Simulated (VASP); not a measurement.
## Sn: single point with PBE

Sn:

```
Sn
1.0
     0.00000    3.23334    3.23334
     3.23334    0.00000    3.23334
     3.23334    3.23334    0.00000
Sn
2
Direct
  0.00000 0.00000 0.00000
  0.25000 0.25000 0.25000
```

```
Program             : VASP 6.6.1
Task                : single point
Functional          : PBE
Potentials or basis : VASP PAW PBE potentials, release 64 (Sn_d)
Cutoff              : 520 eV
k mesh              : 4 × 4 × 4
Occupations         : fermi-dirac, width 0.1 eV
Spin                : no spin polarisation
```

```yaml
Pressure: 4.4 GPa
Band_gap_on_the_k_mesh: zero (band 14 reaches 5.87 eV, above the bottom of band 15 at 5.80 eV)
```

Levels at points of the mesh, in eV from the Fermi level:
```
           k point  band 11  band 12  band 13  band 14  band 15  band 16  band 17  band 18
(0.00, 0.00, 0.00)   -10.62    -0.50     0.14     0.14     0.14     2.21     2.21     2.21
(0.50, 0.00, 0.00)    -8.98    -6.28    -1.08    -1.08     0.07     3.28     3.28     5.70
(0.50, 0.50, 0.00)    -7.49    -7.49    -2.45    -2.45     0.86     0.86     7.84     7.84
```

Wall time 22 s on 1 thread of Intel Xeon 8259CL, on a shared host, peak memory 0.2 GiB.

Caveat: the k points lie up to 0.42 Å⁻¹ apart; spin-orbit coupling is left out, which moves the levels of the heavy elements.
